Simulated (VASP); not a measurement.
Crystal: CaO (Lime).

```xyz
2
Lattice="0.0000 2.4065 2.4065 2.4065 0.0000 2.4065 2.4065 2.4065 0.0000" Properties=species:S:1:pos:R:3 pbc="T T T"
Ca    0.0000    0.0000    0.0000
O     2.4065    2.4065    2.4065
```

* Program: VASP 6.6.1
* Task: relaxation of cell and atoms
* Functional: PBEsol
* Potentials or basis: VASP PAW PBE potentials, release 64 (Ca_sv, O)
* Cutoff: 600 eV
* k mesh: 7 × 7 × 7
* Occupations: methfessel-paxton, width 0.05 eV
* Spin: no spin polarisation

At the start: pressure -2.6 GPa; volume 13.94 Å³/atom.

Question: Where does the relaxation end?

Answer: Over 3 steps the energy falls by 2.8 meV/atom and the volume is 13.61 Å³/atom (-2.4 %); space group Fm-3m (No. 225, to 0.05 Å).

The path:
```
step  energy change (eV)  largest force (eV/Å)  pressure (GPa)  volume (Å³)
   1              0.0000                0.0000           -2.61        27.87
   2             -0.0047                0.0000            1.07        26.97
   3             -0.0055                0.0000            0.01        27.21
```

Final structure:
```
Ca O
1.0
     0.00000    2.38733    2.38733
     2.38733    0.00000    2.38733
     2.38733    2.38733    0.00000
Ca O
1 1
Direct
  0.00000 0.00000 0.00000
  0.50000 0.50000 0.50000
```

Caveat: the PAW data sets were made with another functional, which shifts forces and pressure a little.
